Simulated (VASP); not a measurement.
Here is a VASP 6.6.1 calculation.

POSCAR

```
Zn
1.0
    0.0000000000      1.9647760000      1.9647760000
    1.9647760000      0.0000000000      1.9647760000
    1.9647760000      1.9647760000      0.0000000000
Zn
1
Direct
    0.0000000000      0.0000000000      0.0000000000
```

Contents of INCAR.step1:

```
SYSTEM = Zn
PREC = Accurate
ENCUT = 440
EDIFF = 1E-5
ISMEAR = -1
SIGMA = 0.05
LREAL = .FALSE.
LASPH = .TRUE.
NELM = 120
ALGO = Normal
ISIF = 2
LWAVE = .TRUE.
GGA = PE
NBANDS = 12
GGA_COMPAT = .FALSE.
```

The input INCAR.step2:

```
SYSTEM = Zn
PREC = Accurate
ENCUT = 440
EDIFF = 1E-6
ISMEAR = -1
SIGMA = 0.05
LREAL = .FALSE.
LASPH = .TRUE.
NELM = 120
ALGO = Normal
ISIF = 2
LWAVE = .FALSE.
LCHARG = .TRUE.
METAGGA = R2SCAN
LHFCALC = .TRUE.
AEXX = 0.25
LMIXTAU = .TRUE.
PRECFOCK = Normal
LELF = .TRUE.
LVHAR = .TRUE.
ISTART = 1
NBANDS = 12
GGA_COMPAT = .FALSE.
```

KPOINTS

```
regular mesh
0
G
  6 6 6
  0 0 0
```

Potentials or basis: VASP PAW PBE potentials, release 64 (Zn).

Command:

```console
$ cat potpaw_PBE.64/Zn/POTCAR > POTCAR
$ cp INCAR.step1 INCAR
$ mpirun -np 1 vasp_std > vasp.out
$ cp INCAR.step2 INCAR
$ mpirun -np 1 vasp_std > vasp.out
```

Problem. Predict the pressure.

Solution. -3.8 GPa.

Problem. Estimate the band gap on the k mesh.

Solution. Zero (band 6 reaches 3.80 eV, above the bottom of band 7 at 1.22 eV).

Caveat: the k points lie up to 0.46 Å⁻¹ apart; the PAW data sets were made with another functional, which shifts forces and pressure a little.
